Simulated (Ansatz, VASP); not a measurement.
## Ca: VASP beside Ansatz

```xyz
1
Lattice="-2.0563 2.0563 2.0563 2.0563 -2.0563 2.0563 2.0563 2.0563 -2.0563" Properties=species:S:1:pos:R:3 pbc="T T T"
Ca    0.0000    0.0000    0.0000
```

Alike in both runs: task single point; functional LDA; k mesh 12 × 12 × 12; occupations fermi-dirac, width 0.1 eV; no spin polarisation.

|  | VASP | Ansatz |
| --- | --- | --- |
| version | VASP 6.6.1 | Ansatz 0.2.0 |
| potentials or method | VASP PAW LDA potentials, release 64 (Ca_sv), cutoff 520 eV | plane waves (420 eV) with PAW, scalar-relativistic |
| valence electrons in the cell | 10 | 10 |

Ansatz gave:

* pressure (GPa): 1.7

Estimate VASP's values.

pressure (GPa): 1.8.

Ansatz warns that its potentials were made for another functional, while VASP's fit it. LDA's correlation is that of Perdew and Zunger in VASP and of Perdew and Wang (1992) in Ansatz.
